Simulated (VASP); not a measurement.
Write the native input for VASP 6.6.1 that does the following.

```
Task                   : single point
Functional             : PBEsol
Potentials or basis    : VASP PAW PBE potentials, release 64 (Ge_d)
Cutoff                 : 520 eV
k mesh                 : 20 × 20 × 20
Occupations            : gaussian, width 0.15 eV
Spin                   : no spin polarisation
Dipole correction      : no
Further INCAR settings : ALGO = Normal; EDIFF = 1e-06; NBANDS = 21
```

The structure of Ge lies in POSCAR:

```
Ge
1.0
   -2.4584595300      2.6111000550      1.4800554100
    2.4584595300     -2.6111000550      1.4800554100
    2.4584595300      2.6111000550     -1.4800554100
Ge
2
Direct
    0.1859430000      0.9359430000      0.2500000000
    0.8140570000      0.0640570000      0.7500000000
```

This cell differs from its parent crystal: strain -0.015 along x and y, +0.030 along z.

One way to write it, as run:

INCAR

```
SYSTEM = Ge
PREC     = Accurate       ! precision mode
ENCUT    = 520            ! plane-wave cutoff, eV
EDIFF    = 1E-6           ! SCF threshold, eV
ISMEAR   = 0              ! smearing method
SIGMA    = 0.15           ! smearing width, eV
LREAL    = .False.        ! projectors in reciprocal space
LASPH    = .True.         ! aspherical terms in the spheres
NELM     = 80             ! most SCF steps
ALGO     = Normal         ! electronic algorithm
ISIF     = 2              ! what is computed and relaxed
LWAVE    = .False.        ! write WAVECAR
LCHARG   = .False.        ! write CHGCAR
GGA      = PS             ! functional
NBANDS   = 21             ! bands
```

KPOINTS

```
regular mesh
0
Gamma
  20 20 20
  0 0 0
```

Potentials or basis: VASP PAW PBE potentials, release 64 (Ge_d).

The run is started by

```sh
$ cat potpaw_PBE.64/Ge_d/POTCAR > POTCAR
$ mpirun -np 1 vasp_std > vasp.out
```

Results of the run:

The pressure is -2.3 GPa and the largest force is 0.061 eV/Å. The band gap on the k mesh is zero (band 14 reaches 9.05 eV, above the bottom of band 15 at 3.00 eV).

Caveat: the cell differs from its parent crystal (strain -0.015 along x and y, +0.030 along z); the PAW data sets were made with another functional, which shifts forces and pressure a little.

It took 11 min on 1 thread of Intel Xeon 6975P-C, on a shared host, peak memory 0.76 GiB.
